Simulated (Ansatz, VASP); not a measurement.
## Two plane-wave programs on SnO2

Contents of INCAR:

```
SYSTEM = SnO2
  ALGO = Normal
  EDIFF = 1E-6
  ENCUT = 520
  GGA = PE
  ISIF = 2
  ISMEAR = 0
  IVDW = 12
  LASPH = .TRUE.
  LCHARG = .FALSE.
  LREAL = .FALSE.
  LWAVE = .FALSE.
  NBANDS = 35
  NELM = 100
  PREC = Accurate
  SIGMA = 0.05
```

Contents of KPOINTS:

```
k-points
0
G
  8 6 6
  0 0 0
```

POSCAR

```
SnO2
1.0
    1.6186264610     -2.8035432689      0.0000000000
    1.6186264610      0.9345144230      4.2918257460
   -4.8558793830     -2.8035432689      0.0000000000
Sn O
2 4
Direct
    0.5420109282      0.5000000000      0.0000000000
   -0.0420109282      0.5000000000      0.5000000000
    0.4800750937      0.7308000579      0.7436000193
    1.0199249063      0.7308000579      0.2436000193
    0.4800750937      0.2691999421      0.2563999807
    1.0199249063      0.2691999421      0.7563999807
```

Input for Ansatz:

```yaml
crystal:
  lattice:
    - [1.618626461, -2.8035432689, 0.0]
    - [1.618626461, 0.934514423, 4.291825746]
    - [-4.855879383, -2.8035432689, 0.0]
  atoms:
    - { symbol: Sn, position: [0.5420109282, 0.5, 0.0] }
    - { symbol: Sn, position: [-0.0420109282, 0.5, 0.5] }
    - { symbol: O, position: [0.4800750937, 0.7308000579, 0.7436000193] }
    - { symbol: O, position: [1.0199249063, 0.7308000579, 0.2436000193] }
    - { symbol: O, position: [0.4800750937, 0.2691999421, 0.2563999807] }
    - { symbol: O, position: [1.0199249063, 0.2691999421, 0.7563999807] }
basis:
  ecutwfc: 520.0
kpoints:
  mp_grid: { grid: [8, 6, 6] }
hamiltonian:
  xc: pbe
  pseudopotentials: { kind: paw, azcp: { folder: soft_1 } }
  dispersion: d3bj
scf:
  occupations: { method: gaussian, width: 0.05 }
output:
  forces: true
  stress: true
  eigenvalues: true
```

Change from the starting cell: mode 4 frozen in at -0.000 Å and mode 5 at -0.136 Å (largest displacements).

Alike in both runs: task single point; functional PBE; dispersion D3(BJ); k mesh 8 × 6 × 6; occupations gaussian, width 0.05 eV; no spin polarisation.

```csv
,VASP,Ansatz
version,VASP 6.6.1,Ansatz 0.2.0
potentials or method,"VASP PAW PBE potentials, release 64 (Sn_d, O), cutoff 520 eV","scalar-relativistic, plane waves, PAW"
valence electrons in the cell,52,52
```

```csv
,VASP,Ansatz,Ansatz less VASP
gap on the k mesh at the Fermi level (eV),1.44,1.46,+0.020
least direct gap on the mesh (eV),1.44,1.46,+0.020
pressure (GPa),1.3,0.6,-0.67
"traceless stress, the component that is largest in VASP (GPa)",-0.76,-0.74,+0.019
rms of the force components (eV/Å),0.532,0.522,-0.0104
```

Atom by atom the forces differ by 0.030 eV/Å (rms over components).
